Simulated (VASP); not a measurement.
# Cu (I4/mmm) in VASP: single point with r2SCAN

Aim: the single point of Cu with r2SCAN.

Program: VASP 6.6.1. These are calculated values, not measurements. Logs are shortened: lines on timing, memory, paths and dates and some standing lists are left out, and cuts for length are marked.

## 1. The cell of the first run

The typed cell holds 1 atom: a = 2.460 Å, b = 2.460 Å, c = 2.460 Å, α = 109.51°, β = 109.51°, γ = 109.39°.

This isn't the form of Cu at room conditions, which is fcc.

## 2. Single point, r2SCAN

Contents of POSCAR:

```
Cu
1.0
   -1.4195183900      1.4195183900      1.4215768414
    1.4195183900     -1.4195183900      1.4215768414
    1.4195183900      1.4195183900     -1.4215768414
Cu
1
Direct
    0.0000000000      0.0000000000      0.0000000000
```

Contents of INCAR.step1:

```
  PREC = Accurate
  ENCUT = 520
  ISMEAR = 0
  SIGMA = 0.15
  LREAL = F
  LASPH = T
  NELM = 60
  NBANDS = 12
  GGA = PE
  ALGO = Normal
  EDIFF = 1E-4
  LWAVE = T
  LCHARG = F
```

Contents of INCAR.step2:

```
  PREC = Accurate
  ENCUT = 520
  EDIFF = 1E-7
  ISMEAR = 0
  SIGMA = 0.15
  LREAL = F
  LASPH = T
  NELM = 60
  ALGO = Normal
  ISIF = 2
  LWAVE = F
  LCHARG = T
  METAGGA = R2SCAN
  LMIXTAU = T
  LELF = T
  LVHAR = T
  NBANDS = 12
  ISTART = 1
```

Contents of KPOINTS:

```
Automatic mesh
0
Gamma
  26 26 26
```

Potentials or basis: VASP PAW PBE potentials, release 64 (Cu).

Started as:

```bash
$ cat potpaw_PBE.64/Cu/POTCAR > POTCAR
$ cp INCAR.step1 INCAR
$ mpirun -np 1 vasp_std > vasp.out
$ cp INCAR.step2 INCAR
$ mpirun -np 1 vasp_std > vasp.out
```

OUTCAR:

```text
PREC = Accurate
   ENCUT = 520
   EDIFF = 1E-7
   ISMEAR = 0
   LREAL = F
   LASPH = T
   NELM = 60
   ISIF = 2
   METAGGA = R2SCAN
   ISTART = 1

 ion  position               nearest neighbor table
   1  0.000  0.000  0.000-

  LATTYP: Found a body centered tetragonal cell.
 ALAT       =     2.8390367800
 C/A-ratio  =     1.0014501055

  Lattice vectors:

 A1 = (  -1.4195183900,   1.4195183900,   1.4215768414)
 A2 = (   1.4195183900,  -1.4195183900,   1.4215768414)
 A3 = (   1.4195183900,   1.4195183900,  -1.4215768414)

Analysis of symmetry for initial positions (statically):
=====================================================================
 Subroutine PRICEL returns:
 Original cell was already a primitive cell.

 Routine SETGRP: Setting up the symmetry group for a
 body centered tetragonal supercell.

 Subroutine GETGRP returns: Found 16 space group operations
 (whereof 16 operations were pure point group operations)
 out of a pool of 16 trial point group operations.

The static configuration has the point symmetry D_4h.

Analysis of symmetry for dynamics (positions and initial velocities):
=====================================================================
 Subroutine PRICEL returns:
 Original cell was already a primitive cell.

 Routine SETGRP: Setting up the symmetry group for a
 body centered tetragonal supercell.

 Subroutine GETGRP returns: Found 16 space group operations
 (whereof 16 operations were pure point group operations)
 out of a pool of 16 trial point group operations.

The dynamic configuration has the point symmetry D_4h.

 Subroutine INISYM returns: Found 16 space group operations
 (whereof 16 operations are pure point group operations),
 and found     1 'primitive' translations

----------------------------------------------------------------------------------------

                                     Primitive cell

  volume of cell :      11.4581

  direct lattice vectors                    reciprocal lattice vectors
    -1.419518390  1.419518390  1.421576841     0.000000000  0.352232140  0.351722106
     1.419518390 -1.419518390  1.421576841     0.352232140  0.000000000  0.351722106
     1.419518390  1.419518390 -1.421576841     0.352232140  0.352232140  0.000000000

  length of vectors
     2.459866995  2.459866995  2.459866995     0.497770951  0.497770951  0.498131469

  position of ions in fractional coordinates (direct lattice)
     0.000000000  0.000000000  0.000000000

  ion indices of the primitive-cell ions
   primitive index   ion index
                 1           1

----------------------------------------------------------------------------------------

 KPOINTS: Automatic mesh

Automatic generation of k-mesh.
 Grid dimensions read from file:
 generate k-points for:   26   26   26

 Generating k-lattice:

  Cartesian coordinates                     Fractional coordinates (reciprocal lattice)
     0.000000000  0.013547390  0.013527773     0.038461538  0.000000000  0.000000000
     0.013547390  0.000000000  0.013527773     0.000000000  0.038461538  0.000000000
     0.013547390  0.013547390  0.000000000     0.000000000  0.000000000  0.038461538

  Length of vectors
     0.019145037  0.019145037  0.019158903

  Shift w.r.t. Gamma in fractional coordinates (k-lattice)
     0.000000000  0.000000000  0.000000000

 Subroutine IBZKPT returns following result:
 ===========================================

 Found   1330 irreducible k-points:

 Following reciprocal coordinates:
            Coordinates               Weight
  0.000000  0.000000  0.000000      1.000000
  0.038462  0.000000 -0.000000      8.000000
  0.076923  0.000000 -0.000000      8.000000
  0.115385  0.000000 -0.000000      8.000000
  0.153846  0.000000 -0.000000      8.000000
  0.192308  0.000000  0.000000      8.000000
[... 16 lines left out ...]
  0.346154  0.038462  0.000000     16.000000
  0.384615  0.038462  0.000000     16.000000
 [... further k-points ...]
   k-points           NKPTS =   1330   k-points in BZ     NKDIM =   1330   number of bands    NBANDS=     12
   number of dos      NEDOS =    301   number of ions     NIONS =      1
   total plane-waves  NPLWV =   5832
   dimension x,y,z NGX =    18 NGY =   18 NGZ =   18
   dimension x,y,z NGXF=    36 NGYF=   36 NGZF=   36
   ions per type =               1
   NGX,Y,Z   is equivalent  to a cutoff of  12.16, 12.16, 12.16 a.u.
   NGXF,Y,Z  is equivalent  to a cutoff of  24.33, 24.33, 24.33 a.u.
 SYSTEM =  unknown system
   PREC   = accura    normal or accurate (medium, high low for compatibility)
   ISTART =      1    job   : 0-new  1-cont  2-samecut
   ICHARG =      0    charge: 1-file 2-atom 10-const
   ISPIN  =      1    spin polarized calculation?
   LNONCOLLINEAR =      F non collinear calculations
   LSORBIT =      F    spin-orbit coupling
   LASPH  =      T    aspherical Exc in radial PAW
   ENCUT  =  520.0 eV  38.22 Ry    6.18 a.u.   4.57  4.57  4.57*2*pi/ulx,y,z
   NELM   =     60;   NELMIN=  2; NELMDL=  0     # of ELM steps
   EDIFF  = 0.1E-06   stopping-criterion for ELM
   LREAL  =      F    real-space projection
   EDIFFG = 0.1E-05   stopping-criterion for IOM
   NSW    =      0    number of steps for IOM
   IBRION =     -1    ionic relax: 0-MD 1-quasi-New 2-CG
   NFREE  =      0    steps in history (QN), initial steepest desc. (CG)
   ISIF   =      2    stress and relaxation
   ISYM   =      2    0-nonsym 1-usesym 2-fastsym
   POTIM  = 0.5000    time-step for ionic-motion
   TEBEG  =    0.0;   TEEND  =   0.0 temperature during run
   PSTRESS=    0.0 pullay stress
   NELECT =      11.0000    total number of electrons
   NUPDOWN=      -1.0000    fix difference up-down
   EMIN   =  10.00;   EMAX   =-10.00  energy-range for DOS
   EFERMI =   0.00;   METHOD = LEGACY
   ISMEAR =     0;   SIGMA  =   0.15  broadening in eV -4-tet -1-fermi 0-gaus
   EFERMI_NEDOS =   21; number of points for ismear=-14 and -15
   IALGO  =     38    algorithm
   IMIX   =      4    mixing-type and parameters
     AMIX     =   0.40;   BMIX     =  1.00
     AMIX_MAG =   1.60;   BMIX_MAG =  1.00
  volume/ion in A,a.u.               =      11.46        77.32
  Fermi-wavevector in a.u.,A,eV,Ry     =   1.614984  3.051878 35.486359  2.608174
  Thomas-Fermi vector in A             =   2.709805
   LORBIT       =      0    0 simple, 1 ext, 2 COOP (PROOUT), +10 PAW based schemes
   METAGGA = R2SCAN    functional components
   LHFCALC =     F    Hartree Fock is set to
   AEXX    =    0.0000 exact exchange contribution
   IVDW    =     0    specifies the selected vdW correction
   LEPSILON=     F    determine dielectric tensor
   LRPA    =     F    only Hartree local field effects (RPA)
 non-spin polarized calculation
 Gauss-broadening in eV      SIGMA  =   0.15
  energy-cutoff  :      520.00
  volume of cell :       11.46
 maximum number of plane-waves:       325
   NGX =  9   NGY =  9   NGZ =  9

 number of electron      10.9999986 magnetization

 Free energy of the ion-electron system (eV)
  ---------------------------------------------------
  ext. energy  EPLUGINS =         0.00000000
  ---------------------------------------------------
  free energy    TOTEN  =       -10.79180610 eV

  energy without entropy =      -10.78760487  energy(sigma->0) =      -10.78970549

 E-fermi :   7.7762     XC(G=0): -13.9548

 val. band max:        7.7747885449   @ k =   0.5000   0.3846  -0.0000
 cond. band min:       7.7787358121   @ k =   0.2308   0.1538   0.1154
 fundamental gap:      0.0039472672
 Fermi energy:         7.7762129772

 k-point     1 :       0.0000    0.0000    0.0000
  band No.  band energies     occupation
      1      -2.1319      2.00000
      2       4.4578      2.00000
      3       4.4580      2.00000
      4       4.4636      2.00000
      5       5.5120      2.00000
      6       5.5179      2.00000
      7      34.0995      0.00000
      8      34.1342      0.00000
      9      34.1343      0.00000
     10      38.3251      0.00000
     11      38.3647      0.00000
     12      38.3647      0.00000

 k-point     2 :       0.0385    0.0000   -0.0000
  band No.  band energies     occupation
      1      -2.0712      2.00000
      2       4.4490      2.00000
      3       4.4574      2.00000
      4       4.4842      2.00000
      5       5.5015      2.00000
      6       5.5176      2.00000
      7      33.4097      0.00000
      8      33.9702      0.00000
      9      33.9767      0.00000
     10      37.2365      0.00000
     11      37.2711      0.00000
     12      37.3131      0.00000

 k-point     3 :       0.0769    0.0000   -0.0000
  band No.  band energies     occupation
      1      -1.8902      2.00000
      2       4.4152      2.00000
      3       4.4548      2.00000
      4       4.5531      2.00000
      5       5.4700      2.00000
      6       5.5199      2.00000
      7      31.7265      0.00000
      8      33.4561      0.00000
      9      33.5826      0.00000
     10      35.8577      0.00000
     11      36.3199      0.00000
     12      36.7450      0.00000
[... 286 lines left out ...]
 k-point    23 :       0.3462    0.0385    0.0000
  band No.  band energies     occupation
      1       1.9792      2.00000
      2       3.8242      2.00000
      3       4.9247      2.00000
      4       5.4461      2.00000
      5       5.6365      2.00000
      6       6.0480      2.00000
      7      16.4649      0.00000
      8      26.5804      0.00000
      9      27.5385      0.00000
     10      31.1541      0.00000
     11      34.1292      0.00000
     12      41.4007      0.00000

 k-point    24 :       0.3846    0.0385    0.0000
  band No.  band energies     occupation
      1       2.2478      2.00000
      2       3.7655      2.00000
      3       5.3183      2.00000
      4       5.5115      2.00000
      5       5.7569      2.00000
      6       6.3271      2.00000
      7      14.8430      0.00000
      8      26.1700      0.00000
      9      27.0320      0.00000
     10      30.9679      0.00000
     11      34.0446      0.00000
     12      42.2693      0.00000

 [... further k-points ...]
[... 5 lines left out ...]
  --------------------------------------------------------------------------------------
  -------------------------------------------------------------------------------------
  Total        0.0652708      0.0652708      0.0662871      0.0000000     -0.0000000      0.0000000
  in kB        9.1267713      9.1267713      9.2688838      0.0000000     -0.0000000      0.0000000
  external PRESSURE =       9.1741421 kB  Pullay stress =       0.0000000 kB

 VOLUME and BASIS-vectors are now :
 -----------------------------------------------------------------------------
  energy-cutoff  :      520.00
  volume of cell :       11.46
      direct lattice vectors                 reciprocal lattice vectors
    -1.419518390  1.419518390  1.421576841     0.000000000  0.352232140  0.351722106
     1.419518390 -1.419518390  1.421576841     0.352232140  0.000000000  0.351722106
     1.419518390  1.419518390 -1.421576841     0.352232140  0.352232140  0.000000000

 POSITION                                       TOTAL-FORCE (eV/Angst)
 -----------------------------------------------------------------------------------
      0.00000      0.00000      0.00000        -0.000000      0.000000      0.000000
 -----------------------------------------------------------------------------------
    total drift:                                0.000000      0.000000      0.000000

  FREE ENERGIE OF THE ION-ELECTRON SYSTEM (eV)
  ---------------------------------------------------
  free  energy   TOTEN  =       -10.7918061047 eV

  energy  without entropy=      -10.7876048659  energy(sigma->0) =      -10.78970549
```

Run time: 5.3 min. Hardware: 1 thread of Intel Xeon 6975P-C (Granite Rapids), shared host; peak memory 0.27 GiB.

Results:

```yaml
Free_energy: -10.7918 eV
Pressure: 0.9 GPa
Band_gap_on_the_k_mesh: zero (an odd number of electrons rules out a gap without spin polarisation)
```

Caveat: the PAW data sets were made with another functional, which shifts forces and pressure a little.
